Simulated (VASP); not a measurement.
NaMgBr3:

```
Na Mg Br
1.0
     5.53224    0.00000    0.00000
     0.00000    5.53224    0.00000
     0.00000    0.00000    5.12227
Na Mg Br
1 1 3
Direct
  0.00000 0.00000 0.00000
  0.50000 0.50000 0.50000
  0.50000 0.50000 0.00000
  0.50000 0.00000 0.50000
  0.00000 0.50000 0.50000
```

This cell differs from its parent crystal: epitaxial xy strain +5.0%.

Base run:

| Item | Value |
| --- | --- |
| Program | VASP 6.6.1 |
| Functional | r2SCAN |
| Potentials or basis | VASP PAW PBE potentials, release 64 (Na_pv, Mg, Br) |
| Cutoff | 520 eV |
| k mesh | 6 × 6 × 6 |
| Occupations | gaussian, width 0.01 eV |
| Spin | no spin polarisation |

Its results: band gap on the k mesh 3.39 eV (least direct gap 3.88 eV); pressure -1.6 GPa.

Problem. The run is repeated on the same cell with these changes: functional from r2SCAN to PBE; occupations from gaussian, width 0.01 eV to fermi-dirac, width 0.02 eV. What comes out?

Solution. Band gap on the k mesh 2.57 eV (least direct gap 3.05 eV); pressure -0.9 GPa.

Caveats: the PAW data sets were made with another functional, which shifts forces and pressure a little (at least some runs).

A k mesh can miss the band edges.
